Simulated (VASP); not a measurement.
# Ta12F in VASP: single point with LDA

Aim: the single point of Ta12F with LDA.

Program: VASP 6.6.1. These are calculated values, not measurements. Logs are shortened: lines on timing, memory, paths and dates and some standing lists are left out, and cuts for length are marked.

## 1. The cell of the first run

The cell holds a slab with vacuum, 13 atoms: a = 5.634 Å, b = 5.634 Å, c = 21.444 Å, α = 90.00°, β = 90.00°, γ = 109.47°.

## 2. Single point, LDA, collinear spin

The input, INCAR:

```
PREC = Accurate ; ENCUT = 520
EDIFF = 1E-6 ; ISMEAR = 0
SIGMA = 0.1 ; LREAL = False
LASPH = True ; NELM = 200
ALGO = Normal ; ISIF = 2
LWAVE = False ; LCHARG = False
ISPIN = 2 ; MAGMOM = 0 0 0 0 0 0 0 0 0 0 0 0 1
LORBIT = 11 ; LMAXMIX = 4
LDIPOL = True ; IDIPOL = 3
DIPOL = 0.5 0.5 0.306 ; GGA = CA
NBANDS = 86 ; GGA_COMPAT = False
NELMDL = -8 ; KPAR = 4
```

The input, KPOINTS:

```
Automatic mesh
0
Gamma
  5 5 1
```

The input, POSCAR:

```
Ta12F
1.0
    5.6341016702      0.0000000000      0.0000000000
   -1.8780338901      5.3118819959      0.0000000000
    0.0000000000      0.0000000000     21.4444204585
Ta F
12 1
Direct
    0.2500000000      0.2500000000      0.1865287060
    0.2500000000      0.7500000000      0.1865287060
    0.7500000000      0.2500000000      0.1865287060
    0.7500000000      0.7500000000      0.1865287060
    0.0000000000      0.0000000000      0.2901575821
    0.0000000000      0.5000000000      0.2901575821
    0.5000000000      0.0000000000      0.2901575821
    0.5000000000      0.5000000000      0.2901575821
    0.2500000000      0.2500000000      0.3937817054
    0.2500000000      0.7500000000      0.3937817054
    0.7500000000      0.2500000000      0.3937817054
    0.7500000000      0.7500000000      0.3937817054
    0.5000000000      0.5000000000      0.4921755978
```

Potentials or basis: VASP PAW LDA potentials, release 64 (Ta_pv, F).

The run is started by

```sh
> cat potpaw_LDA.64/Ta_pv/POTCAR potpaw_LDA.64/F/POTCAR > POTCAR
> mpirun -np 4 vasp_std > vasp.out
```

OUTCAR:

```text
PREC = Accurate
   ENCUT = 520
   EDIFF = 1E-6
   ISMEAR = 0
   LREAL = False
   LASPH = True
   NELM = 200
   ISIF = 2
   ISPIN = 2
   LORBIT = 11
   GGA = CA
   NELMDL = -8

 ion  position               nearest neighbor table
   1  0.250  0.250  0.187-   5 2.75   8 2.75   3 2.82   3 2.82   2 2.82   2 2.82   7 3.20   6 3.20
                             4 3.25   4 3.25
   2  0.250  0.750  0.187-   6 2.75   7 2.75   4 2.82   4 2.82   1 2.82   1 2.82   5 3.20   8 3.20
                             3 3.25   3 3.25
   3  0.750  0.250  0.187-   6 2.75   7 2.75   1 2.82   1 2.82   4 2.82   4 2.82   5 3.20   8 3.20
                             2 3.25   2 3.25
   4  0.750  0.750  0.187-   5 2.75   8 2.75   2 2.82   2 2.82   3 2.82   3 2.82   7 3.20   6 3.20
                             1 3.25   1 3.25
   5  0.000  0.000  0.290-   9 2.75  12 2.75   1 2.75   4 2.75   7 2.82   7 2.82   6 2.82   6 2.82
                            11 3.20  10 3.20   3 3.20   2 3.20   8 3.25   8 3.25
   6  0.000  0.500  0.290-  10 2.75  11 2.75   2 2.75   3 2.75   8 2.82   8 2.82   5 2.82   5 2.82
                             9 3.20  12 3.20   1 3.20   4 3.20   7 3.25   7 3.25
   7  0.500  0.000  0.290-  10 2.75  11 2.75   2 2.75   3 2.75   5 2.82   5 2.82   8 2.82   8 2.82
                             9 3.20  12 3.20   1 3.20   4 3.20   6 3.25   6 3.25
   8  0.500  0.500  0.290-   9 2.75  12 2.75   1 2.75   4 2.75   6 2.82   6 2.82   7 2.82   7 2.82
                            11 3.20  10 3.20   3 3.20   2 3.20   5 3.25   5 3.25
   9  0.250  0.250  0.394-  13 2.66   8 2.75   5 2.75  11 2.82  11 2.82  10 2.82  10 2.82   6 3.20
                             7 3.20  12 3.25  12 3.25
  10  0.250  0.750  0.394-   6 2.75   7 2.75  12 2.82  12 2.82   9 2.82   9 2.82   5 3.20   8 3.20
                            11 3.25  11 3.25
  11  0.750  0.250  0.394-   6 2.75   7 2.75   9 2.82   9 2.82  12 2.82  12 2.82   5 3.20   8 3.20
                            10 3.25  10 3.25
  12  0.750  0.750  0.394-  13 2.66   8 2.75   5 2.75  10 2.82  10 2.82  11 2.82  11 2.82   6 3.20
                             7 3.20   9 3.25   9 3.25
  13  0.500  0.500  0.492-   9 2.66  12 2.66

  LATTYP: Found a base centered orthorhombic cell.
 ALAT       =     6.5057002319
 B/A-ratio  =     1.4142135624
 C/A-ratio  =     3.2962509329

  Lattice vectors:

 A1 = (   5.6341016702,   0.0000000000,   0.0000000000)
 A2 = (  -1.8780338901,   5.3118819959,   0.0000000000)
 A3 = (   0.0000000000,   0.0000000000,  21.4444204585)

Analysis of symmetry for initial positions (statically):
=====================================================================
 Subroutine PRICEL returns:
 Original cell was already a primitive cell.

 Routine SETGRP: Setting up the symmetry group for a
[... 966 lines left out ...]
      4     -35.9972      1.00000
      5     -35.9337      1.00000
      6     -35.9279      1.00000
[... 745 lines left out ...]
     80      -0.1910      0.00000
     81      -0.0934      0.00000
 [bands above 81 left out]

------------------------ aborting loop because EDIFF is reached ----------------------------------------

 vacuum level on the upper side and lower side of the slab       (xc-potential included)         0.553        -0.564

  FORCE on cell =-STRESS in cart. coord.  units (eV):
  Direction    XX          YY          ZZ          XY          YZ          ZX
  --------------------------------------------------------------------------------------
  -------------------------------------------------------------------------------------
  Total      -12.5694091    -12.0162318     -5.0993013      0.7823108      0.0000000      0.0000000
  in kB      -31.3789228    -29.9979425    -12.7301595      1.9530011      0.0000000      0.0000000
  external PRESSURE =     -24.7023416 kB  Pullay stress =       0.0000000 kB

 VOLUME and BASIS-vectors are now :
 -----------------------------------------------------------------------------
  energy-cutoff  :      520.00
  volume of cell :      641.78
      direct lattice vectors                 reciprocal lattice vectors
     5.634101670  0.000000000  0.000000000     0.177490585  0.062752398  0.000000000
    -1.878033890  5.311881996  0.000000000     0.000000000  0.188257194  0.000000000
     0.000000000  0.000000000 21.444420459     0.000000000  0.000000000  0.046632177

 POSITION                                       TOTAL-FORCE (eV/Angst)
 -----------------------------------------------------------------------------------
      0.93902      1.32797      4.00000        -0.048359     -0.068390     -0.075345
     -0.00000      3.98391      4.00000        -0.041183      0.029121     -0.048917
      3.75607      1.32797      4.00000         0.041183     -0.029121     -0.048917
      2.81705      3.98391      4.00000         0.048359      0.068390     -0.075345
      0.00000      0.00000      6.22226         0.000000     -0.000000     -0.417838
     -0.93902      2.65594      6.22226         0.000000     -0.000000      0.036860
      2.81705      0.00000      6.22226         0.000000     -0.000000      0.036860
      1.87803      2.65594      6.22226         0.000000     -0.000000      0.251773
      0.93902      1.32797      8.44442        -0.007864     -0.011121      1.502100
     -0.00000      3.98391      8.44442        -0.400147      0.282947      0.160525
      3.75607      1.32797      8.44442         0.400147     -0.282947      0.160525
      2.81705      3.98391      8.44442         0.007864      0.011121      1.502100
      1.87803      2.65594     10.55442         0.000000     -0.000000     -2.984381
 -----------------------------------------------------------------------------------
    total drift:                               -0.000000     -0.000000     -0.001506

  FREE ENERGIE OF THE ION-ELECTRON SYSTEM (eV)
  ---------------------------------------------------
  free  energy   TOTEN  =      -149.3753763839 eV

  energy  without entropy=     -149.2983805881  energy(sigma->0) =     -149.33687849

 vacuum level on the upper side and lower side of the slab         4.577         3.350

 total charge

# of ion       s       p       d       tot
------------------------------------------
    1        0.389   6.100   2.465   8.954
    2        0.389   6.100   2.466   8.955
    3        0.389   6.100   2.466   8.955
    4        0.389   6.100   2.465   8.954
    5        0.388   6.202   2.499   9.089
    6        0.389   6.199   2.495   9.083
    7        0.389   6.199   2.495   9.083
    8        0.389   6.199   2.495   9.083
    9        0.378   6.104   2.445   8.926
   10        0.387   6.091   2.477   8.955
   11        0.387   6.091   2.477   8.955
   12        0.378   6.104   2.445   8.926
   13        1.735   4.205   0.000   5.940
--------------------------------------------------
tot          6.376  77.794  29.689 113.859

 magnetization (x)

# of ion       s       p       d       tot
------------------------------------------
    1        0.000   0.000   0.000   0.000
    2        0.000   0.000   0.000   0.000
    3        0.000   0.000   0.000   0.000
    4        0.000   0.000   0.000   0.000
    5       -0.000   0.000  -0.000   0.000
    6       -0.000   0.000  -0.000  -0.000
    7       -0.000   0.000  -0.000  -0.000
    8       -0.000   0.000  -0.000  -0.000
    9       -0.000   0.000  -0.000  -0.000
   10        0.000   0.000  -0.000   0.000
   11        0.000   0.000  -0.000   0.000
   12       -0.000   0.000  -0.000  -0.000
   13        0.000   0.000   0.000   0.000
--------------------------------------------------
tot          0.000   0.000   0.000   0.000
```

stdout:

```text
POSCAR found type information on POSCAR TaF
 POSCAR found :  2 types and      13 ions
 scaLAPACK will be used
 LDA part: xc-table for (Slater(with rela. corr.)+CA(PZ))
 , standard interpolation
 POSCAR, INCAR and KPOINTS ok, starting setup
 FFT: planning ... GRIDC
 FFT: planning ... GRID_SOFT
 FFT: planning ... GRID
 WAVECAR not read
 entering main loop
```

It took 18 min on 4 MPI ranks of Intel Xeon Platinum 8488C (Sapphire Rapids), shared host; peak memory 0.97 GiB.

What came out:

| Item | Value |
| --- | --- |
| Free energy | -149.3754 eV |
| Largest force | 2.984 eV/Å |
| Net moment | 0.00 μB per cell |
| Valence electrons inside the program's atomic spheres | Ta 8.95, 8.96, 9.09, 9.08, 8.93 (each value once); F 5.94 |

Forces in eV/Å, atoms in the order of the input:
```
Ta  -0.048 -0.068 -0.075
Ta  -0.041  0.029 -0.049
Ta   0.041 -0.029 -0.049
Ta   0.048  0.068 -0.075
Ta   0.000  0.000 -0.418
Ta   0.000  0.000  0.037
Ta   0.000  0.000  0.037
Ta   0.000  0.000  0.252
Ta  -0.008 -0.011  1.502
Ta  -0.400  0.283  0.161
Ta   0.400 -0.283  0.161
Ta   0.008  0.011  1.502
F    0.000  0.000 -2.984
```

Levels at points of the mesh, in eV from the Fermi level:
Spin up:
```csv
k point,band 65,band 66,band 67,band 68,band 69,band 70,band 71,band 72,band 73,band 74
"(0.00, 0.00, 0.00)",-0.15,-0.09,0.02,0.18,0.55,0.68,0.99,1.01,1.20,1.42
```
Spin down:
| k point | band 67 | band 68 | band 69 | band 70 | band 71 | band 72 |
| --- | --- | --- | --- | --- | --- | --- |
| (0.00, 0.00, 0.00) | 0.02 | 0.18 | 0.55 | 0.68 | 0.99 | 1.01 |

Caveat: spin-orbit coupling is left out, which moves the levels of the heavy elements.
